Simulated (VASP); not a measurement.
SrTlI3:

```
Tl Sr I
1.0
     6.61371    0.00000    0.00000
     0.00000    6.61371    0.00000
     0.00000    0.00000    6.61371
Tl Sr I
1 1 3
Direct
  0.00000 0.00000 0.00000
  0.50000 0.50000 0.50000
  0.50000 0.50000 0.00000
  0.50000 0.00000 0.50000
  0.00000 0.50000 0.50000
```

| Item | Value |
| --- | --- |
| Program | VASP 6.6.1 |
| Task | relaxation of cell and atoms |
| Functional | PBEsol |
| Potentials or basis | VASP PAW PBE potentials, release 64 (Tl_d, Sr_sv, I) |
| Cutoff | 600 eV |
| k mesh | 4 × 4 × 4 |
| Occupations | fermi-dirac, width 0.03 eV |
| Spin | no spin polarisation |

At the start: pressure -1.7 GPa; volume 57.86 Å³/atom.

Task: Where does the relaxation end?

Result: Over 4 steps the energy falls by 52.8 meV/atom and the volume is 49.26 Å³/atom (-14.9 %); space group Pm-3m (No. 221, to 0.1 Å) before and after.

The path:
| step | energy change (eV) | largest force (eV/Å) | pressure (GPa) | volume (Å³) |
| --- | --- | --- | --- | --- |
| 1 | 0.0000 | 0.0000 | -1.70 | 289.29 |
| 2 | -0.2094 | 0.0000 | -0.92 | 264.36 |
| 3 | -0.2634 | 0.0000 | -0.11 | 248.35 |
| 4 | -0.2640 | 0.0000 | 0.02 | 246.28 |

Final structure:
```
CELL_PARAMETERS angstrom
6.26823 0.00000 0.00000
0.00000 6.26823 0.00000
0.00000 0.00000 6.26823
ATOMIC_POSITIONS crystal
Tl 0.00000 0.00000 0.00000
Sr 0.50000 0.50000 0.50000
I 0.50000 0.50000 0.00000
I 0.50000 0.00000 0.50000
I 0.00000 0.50000 0.50000
```

Caveat: the PAW data sets were made with another functional, which shifts forces and pressure a little.
